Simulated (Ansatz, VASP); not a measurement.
# Two plane-wave programs on FeO

Contents of INCAR:

```
ALGO = Normal ; EDIFF = 1E-6
ENCUT = 600 ; GGA = PE
GGA_COMPAT = False ; ISIF = 2
ISMEAR = -1 ; ISPIN = 2
LASPH = True ; LCHARG = True
LELF = True ; LMAXMIX = 4
LORBIT = 11 ; LREAL = False
LVHAR = True ; LWAVE = False
MAGMOM = 4.5 0 ; NBANDS = 22
NELM = 200 ; PREC = Accurate
SIGMA = 0.05
```

The input KPOINTS:

```
k-points
0
Gamma
  11 11 11
```

Contents of POSCAR:

```
FeO
1.0
    0.0000000000      2.1554000000      2.1554000000
    2.1554000000      0.0000000000      2.1554000000
    2.1554000000      2.1554000000      0.0000000000
Fe O
1 1
Direct
    0.0000000000      0.0000000000      0.0000000000
    0.5000000000      0.5000000000      0.5000000000
```

File input.yaml:

```yaml
crystal:
  lattice:
    - [0.0, 2.1554, 2.1554]
    - [2.1554, 0.0, 2.1554]
    - [2.1554, 2.1554, 0.0]
  atoms:
    - { symbol: Fe, position: [0.0, 0.0, 0.0], spin: 4.5 }
    - { symbol: O, position: [0.5, 0.5, 0.5] }
hamiltonian:
  xc: pbe
  pseudopotentials: { kind: paw }
magnetization:
  spin_polarized: true
kpoints:
  mp_grid: { grid: [11, 11, 11] }
scf:
  occupations: { method: fermi_dirac, width: 0.05 }
output:
  forces: true
  stress: true
  eigenvalues: true
```

Alike in both runs: task single point; functional PBE; k mesh 11 × 11 × 11; occupations fermi-dirac, width 0.05 eV; collinear spin.

|  | VASP | Ansatz |
| --- | --- | --- |
| version | VASP 6.6.1 | Ansatz 0.2.0 |
| potentials or method | VASP PAW PBE potentials, release 64 (Fe_sv, O) | Ansatz PAW |
| plane-wave cutoff (eV) | 600 | 420 |
| valence electrons in the cell | 22 | 22 |

|  | VASP | Ansatz | Ansatz less VASP |
| --- | --- | --- | --- |
| gap on the k mesh at the Fermi level (eV) | none | none | - |
| pressure (GPa) | -2.6 | -0.2 | +2.40 |
| net moment per atom (μB) | 2.00 | 2.00 | 0.000 |
| size of the moment on the site where the two differ most (μB) | 3.48 | 3.45 | -0.027 |

Site moments also hang on the region over which each program counts them. A gap of «none» marks a metal or a gap that the smearing closes.
